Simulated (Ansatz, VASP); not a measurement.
**One calculation of Tl, two programs**

```
CELL_PARAMETERS angstrom
3.59265 0.00000 0.00000
-1.79633 3.11133 0.00000
0.00000 0.00000 5.73017
ATOMIC_POSITIONS crystal
Tl 0.33333 0.66667 0.25000
Tl 0.66667 0.33333 0.75000
```

Alike in both runs: task single point; functional PBEsol; k mesh 17 × 17 × 10; occupations fermi-dirac, width 0.1 eV; no spin polarisation.

```csv
,VASP,Ansatz
version,VASP 6.6.1,Ansatz 0.2.0
potentials or method,"VASP PAW PBE potentials, release 64 (Tl_d), cutoff 520 eV","plane waves (420 eV) with PAW, scalar-relativistic"
valence electrons in the cell,26,26
```

|  | VASP | Ansatz | Ansatz less VASP |
| --- | --- | --- | --- |
| pressure (GPa) | -3.1 | -3.0 | +0.06 |
| traceless stress, the component that is largest in VASP (GPa) | -0.36 | -0.36 | +0.003 |

VASP's potentials were made for PBE, not for PBEsol, and Ansatz warns of the same on its side. The functional is the same, so the differences come from potentials, cutoffs and numerics.

Neither program's run includes spin-orbit coupling.
